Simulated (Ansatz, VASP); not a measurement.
# BN: VASP beside Ansatz

```
B N
1.0
     2.55458    0.00000    0.00000
    -1.27729    2.21233    0.00000
     0.00000    0.00000    4.22451
B N
2 2
Direct
  0.53568 0.23745 0.99981
  0.33333 0.66667 0.49981
  0.66667 0.33333 0.62519
  0.33333 0.66667 0.12519
```

Alike in both runs: task single point; functional PBE; k mesh 12 × 12 × 6; occupations gaussian, width 0.05 eV; no spin polarisation.

|  | VASP | Ansatz |
| --- | --- | --- |
| version | VASP 6.6.1 | Ansatz 0.2.0 |
| potentials or method | VASP PAW PBE potentials, release 64 (B, N), cutoff 520 eV | scalar-relativistic, plane waves, PAW |
| valence electrons in the cell | 16 | 16 |

```tsv
	VASP	Ansatz	Ansatz less VASP
gap on the k mesh at the Fermi level (eV)	3.68	3.69	+0.009
least direct gap on the mesh (eV)	5.95	5.95	+0.002
pressure (GPa)	10.7	10.6	-0.15
traceless stress, the component that is largest in VASP (GPa)	6.77	6.66	-0.113
rms of the force components (eV/Å)	2.167	2.165	-0.0018
```

Atom by atom the forces differ by 0.004 eV/Å (rms over components). With one functional, cell and mesh, what is left measures potentials, basis and numerics.
